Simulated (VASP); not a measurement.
# BN (P6_3/mmc) in VASP: a series of runs, part 2 of 2

VASP 6.6.1.

### 5 Relaxation of cell and atoms, PBEsol, target pressure 1 GPa, at which the enthalpy is minimised

This run uses another cell than the first one, of 9.53 Å³/atom, 1.151 times its volume.

The input, INCAR:

```
SYSTEM = BN
PREC     = Accurate       ! precision mode
ENCUT    = 600            ! plane-wave cutoff, eV
EDIFF    = 1E-6           ! SCF threshold, eV
ISMEAR   = 0              ! smearing method
SIGMA    = 0.01           ! smearing width, eV
LREAL    = .FALSE.        ! projectors in reciprocal space
LASPH    = .TRUE.         ! aspherical terms in the spheres
NELM     = 80             ! most SCF steps
ALGO     = Normal         ! electronic algorithm
ISIF     = 3              ! what is computed and relaxed
LWAVE    = .FALSE.        ! write WAVECAR
LCHARG   = .FALSE.        ! write CHGCAR
GGA      = PS             ! functional
IBRION   = 2              ! ionic algorithm
NSW      = 100            ! ionic steps
EDIFFG   = -0.002         ! ionic threshold
PSTRESS  = 10.0
```

The input, KPOINTS:

```
regular mesh
0
G
  10 10 4
  0 0 0
```

The input, POSCAR:

```
BN
1.0
    2.5043523884      0.0000000000      0.0000000000
   -1.2521761942      2.1688327884      0.0000000000
    0.0000000000      0.0000000000      7.0159738244
B N
2 2
Direct
    0.3333333333      0.6666666667      0.2500000000
    0.6666666667      0.3333333333      0.7500000000
    0.3333333333      0.6666666667      0.7500000000
    0.6666666667      0.3333333333      0.2500000000
```

On the command line:

```console
cat potpaw_PBE.64/B/POTCAR potpaw_PBE.64/N/POTCAR > POTCAR
mpirun -np 1 vasp_std > vasp.out
```

Run time: 2.4 min. Hardware: 1 thread of Intel Xeon 6975P-C, shared host; peak memory 0.16 GiB.

It converged, with:

```yaml
Free_energy: -36.5733 eV
Relaxed_volume: 8.87 Å³/atom
Relaxed_cell: a = 2.503 Å, b = 2.503 Å, c = 6.540 Å, α = 90.00°, β = 90.00°, γ = 120.00°
Space_group_after_relaxing_to_0.05_Å: P6_3/mmc (No. 194)
Energy_change_on_relaxing_the_enthalpy_is_what_falls: +1.1 meV/atom
Ionic_steps: 15
Pressure_after_relaxing: 1.0 GPa
Band_gap_on_the_k_mesh: 4.09 eV, indirect (least direct gap 4.54 eV)
```

The path:
```tsv
step	energy change (eV)	largest force (eV/Å)	pressure (GPa)	volume (Å³)
1	0.0000	0.0000	0.12	38.11
2	0.0011	0.0000	1.55	37.82
3	0.0008	0.0000	1.28	37.87
4	0.0006	0.0000	1.29	37.78
5	0.0004	0.0000	1.31	37.52
6	0.0003	0.0000	1.34	36.98
7	0.0025	0.0000	1.48	35.92
8	0.0237	0.0000	2.19	33.78
9	0.0043	0.0000	1.59	35.53
10	0.0049	0.0000	-1.52	35.87
11	0.0038	0.0000	0.98	35.59
12	0.0038	0.0000	0.97	35.59
13	0.0038	0.0000	0.96	35.58
14	0.0040	0.0000	0.97	35.55
15	0.0044	0.0000	0.98	35.49
```

Final structure:
```
CELL_PARAMETERS angstrom
2.50313 0.00000 0.00000
-1.25156 2.16777 0.00000
0.00000 0.00000 6.53958
ATOMIC_POSITIONS crystal
B 0.33333 0.66667 0.25000
B 0.66667 0.33333 0.75000
N 0.33333 0.66667 0.75000
N 0.66667 0.33333 0.25000
```

Levels at points of the mesh, in eV from the valence-band top:
| k point | band 6 | band 7 | band 8 | band 9 | band 10 | band 11 |
| --- | --- | --- | --- | --- | --- | --- |
| (0.00, 0.00, 0.00) | -1.36 | -1.32 | -1.32 | 5.10 | 10.31 | 11.45 |
| (0.50, 0.00, 0.00) | -4.12 | -1.57 | -0.45 | 4.09 | 5.61 | 9.42 |
| (0.00, 0.00, 0.50) | -1.34 | -1.34 | -1.34 | 7.59 | 7.59 | 11.52 |
| (0.50, 0.00, 0.50) | -4.16 | -0.99 | -0.99 | 4.59 | 4.59 | 9.82 |

Caveat: the cell is relaxed towards a set pressure, so the enthalpy falls and the energy may rise; the PAW data sets were made with another functional, which shifts forces and pressure a little; this functional lacks dispersion, which binds the layers, so the pressure and a relaxed spacing across them are unreliable.

### 6 Relaxation of cell and atoms, PBEsol, target pressure 2 GPa, at which the enthalpy is minimised

This run uses another cell than the first one, of 9.53 Å³/atom, 1.151 times its volume.

The input, INCAR:

```
SYSTEM = BN
ALGO = Normal
EDIFF = 1E-6
EDIFFG = -0.002
ENCUT = 600
GGA = PS
IBRION = 2
ISIF = 3
ISMEAR = 0
LASPH = .TRUE.
LCHARG = .FALSE.
LREAL = .FALSE.
LWAVE = .FALSE.
NELM = 60
NSW = 100
PREC = Accurate
PSTRESS = 20.0
SIGMA = 0.01
```

The input, KPOINTS:

```
k-points
0
G
  10 10 4
  0 0 0
```

POSCAR is that of step 5.

Potentials or basis: VASP PAW PBE potentials, release 64 (B, N).

On the command line:

```console
cat potpaw_PBE.64/B/POTCAR potpaw_PBE.64/N/POTCAR > POTCAR
mpirun -np 1 vasp_std > vasp.out
```

Run time: 1.7 min. Hardware: 1 thread of Intel Xeon 6975P-C, shared host; peak memory 0.16 GiB.

It converged, with:

| Quantity | Value |
| --- | --- |
| Free energy | -36.5636 eV |
| Relaxed volume | 8.61 Å³/atom |
| Relaxed cell | a = 2.501 Å, b = 2.501 Å, c = 6.353 Å, α = 90.00°, β = 90.00°, γ = 120.00° |
| Space group after relaxing (to 0.05 Å) | P6_3/mmc (No. 194) |
| Energy change on relaxing (the enthalpy is what falls) | +3.5 meV/atom |
| Ionic steps | 11 |
| Pressure after relaxing | 2.0 GPa |
| Band gap on the k mesh | 4.04 eV, indirect (least direct gap 4.44 eV) |

Step by step:
```csv
step,energy change (eV),largest force (eV/Å),pressure (GPa),volume (Å³)
1,0.0000,0.0000,0.12,38.11
2,0.0063,0.0000,3.61,37.50
3,0.0024,0.0000,2.21,37.73
4,0.0021,0.0000,2.25,37.47
5,0.0021,0.0000,2.32,36.66
6,0.0084,0.0000,2.67,35.06
7,0.0773,0.0000,4.61,31.84
8,0.0132,0.0000,2.87,34.54
9,0.0157,0.0000,2.96,34.33
10,0.0185,0.0000,-2.85,34.89
11,0.0142,0.0000,1.99,34.42
```

Final structure:
```
B N
1.0
     2.50115    0.00000    0.00000
    -1.25057    2.16606    0.00000
     0.00000    0.00000    6.35339
B N
2 2
Direct
  0.33333 0.66667 0.25000
  0.66667 0.33333 0.75000
  0.33333 0.66667 0.75000
  0.66667 0.33333 0.25000
```

Levels at points of the mesh, in eV from the valence-band top:
| k point | band 4 | band 5 | band 6 | band 7 | band 8 | band 9 | band 10 | band 11 | band 12 |
| --- | --- | --- | --- | --- | --- | --- | --- | --- | --- |
| (0.00, 0.00, 0.00) | -3.91 | -1.37 | -1.37 | -1.31 | -1.31 | 5.29 | 10.65 | 11.44 | 11.44 |
| (0.50, 0.00, 0.00) | -8.92 | -4.22 | -4.12 | -1.70 | -0.40 | 4.04 | 5.75 | 9.46 | 9.81 |
| (0.00, 0.00, 0.50) | -5.42 | -1.34 | -1.34 | -1.34 | -1.34 | 7.95 | 7.95 | 11.53 | 11.53 |
| (0.50, 0.00, 0.50) | -8.98 | -4.17 | -4.17 | -1.01 | -1.01 | 4.57 | 4.57 | 9.86 | 9.86 |

Caveat: the cell is relaxed towards a set pressure, so the enthalpy falls and the energy may rise; the PAW data sets were made with another functional, which shifts forces and pressure a little; this functional lacks dispersion, which binds the layers, so the pressure and a relaxed spacing across them are unreliable. A k mesh can miss the band edges.

### 7 Summary

```tsv
task	cell	cutoff (eV)	gap on the mesh (eV)	pressure (GPa)
single point	a = 2.497, b = 2.497, c = 6.132 Å, angles 90.0, 90.0, 120.0°, 4 atoms	520	4.01	4.3
single point	a = 2.500, b = 2.500, c = 6.404 Å, angles 90.0, 90.0, 120.0°, 4 atoms	520	4.06	2.3
single point	a = 2.502, b = 2.502, c = 6.625 Å, angles 90.0, 90.0, 120.0°, 4 atoms	520	4.12	1.3
relaxation of cell and atoms	relaxed to 1 GPa from a = 2.504, b = 2.504, c = 7.016 Å, angles 90.0, 90.0, 120.0°, 4 atoms	600	4.09	1.0
relaxation of cell and atoms	relaxed to 2 GPa from a = 2.504, b = 2.504, c = 7.016 Å, angles 90.0, 90.0, 120.0°, 4 atoms	600	4.04	2.0
```

Alike in all rows: level PBEsol; potentials or basis VASP PAW PBE potentials, release 64 (B, N); no spin polarisation; k mesh 10 × 10 × 4; smearing gaussian 0.01 eV.

Caveats: the PAW data sets were made with another functional, which shifts forces and pressure a little; this functional lacks dispersion, which binds the layers, so the pressure and a relaxed spacing across them are unreliable; the cell is relaxed towards a set pressure, so the enthalpy falls and the energy may rise (some runs).

Total energies depend on the potentials used, so only differences within one code and one set of settings carry meaning.
